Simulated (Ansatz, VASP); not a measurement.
**HfB: VASP beside Ansatz**

Contents of INCAR:

```
PREC     = Accurate       # precision mode
ENCUT    = 520            # plane-wave cutoff, eV
EDIFF    = 1E-6           # SCF threshold, eV
ISMEAR   = 0              # smearing method
SIGMA    = 0.15           # smearing width, eV
LREAL    = False          # projectors in reciprocal space
LASPH    = True           # aspherical terms in the spheres
NELM     = 60             # most SCF steps
ALGO     = Normal         # electronic algorithm
ISIF     = 2              # what is computed and relaxed
LWAVE    = False          # write WAVECAR
LCHARG   = True           # write CHGCAR
GGA      = PS             # functional
LELF     = True           # ELF
LVHAR    = True         
NBANDS   = 14             # bands
```

KPOINTS

```
Automatic mesh
0
Gamma
  20 20 20
```

POSCAR

```
HfB
1.0
   -0.7303487585      2.0084590859      2.0084590859
    2.0084590859     -0.7303487585      2.0084590859
    2.0084590859      2.0084590859     -0.7303487585
Hf B
1 1
Direct
    0.5000000000      0.5000000000      0.5000000000
    0.0000000000      0.0000000000      0.0000000000
```

Input for Ansatz:

```yaml
crystal:
  lattice:
    - [-0.7303487585, 2.0084590859, 2.0084590859]
    - [2.0084590859, -0.7303487585, 2.0084590859]
    - [2.0084590859, 2.0084590859, -0.7303487585]
  atoms:
    - { symbol: Hf, position: [0.5, 0.5, 0.5] }
    - { symbol: B, position: [0.0, 0.0, 0.0] }
basis:
  ecutwfc: 420
kpoints:
  mp_grid: { grid: [20, 20, 20] }
hamiltonian:
  xc: pbesol
scf:
  occupations: { method: gaussian, width: 0.15 }
output:
  forces: true
  stress: true
  eigenvalues: true
```

Alike in both runs: task single point; functional PBEsol; k mesh 20 × 20 × 20; occupations gaussian, width 0.15 eV; no spin polarisation.

```csv
,VASP,Ansatz
version,VASP 6.6.1,Ansatz 0.2.0
potentials or method,"VASP PAW PBE potentials, release 64 (Hf_pv, B), cutoff 520 eV","scalar-relativistic, plane waves, PAW"
valence electrons in the cell,13,29
```

VASP gave:

| Quantity | Value |
| --- | --- |
| gap on the k mesh at the Fermi level (eV) | none |
| pressure (GPa) | 15.3 |
| traceless stress, the component that is largest in VASP (GPa) | 6.41 |

Problem. What did Ansatz give for the same quantities?

Solution. gap on the k mesh at the Fermi level (eV): none; pressure (GPa): 15.3; traceless stress, the component that is largest in VASP (GPa): 6.55.

VASP's potentials were made for PBE, not for PBEsol. A gap of «none» marks a metal or a gap that the smearing closes. VASP's potentials hold 13 valence electrons a cell and Ansatz's 29, so a difference there can come from the potentials and not from the codes.

Spin-orbit coupling is off throughout.
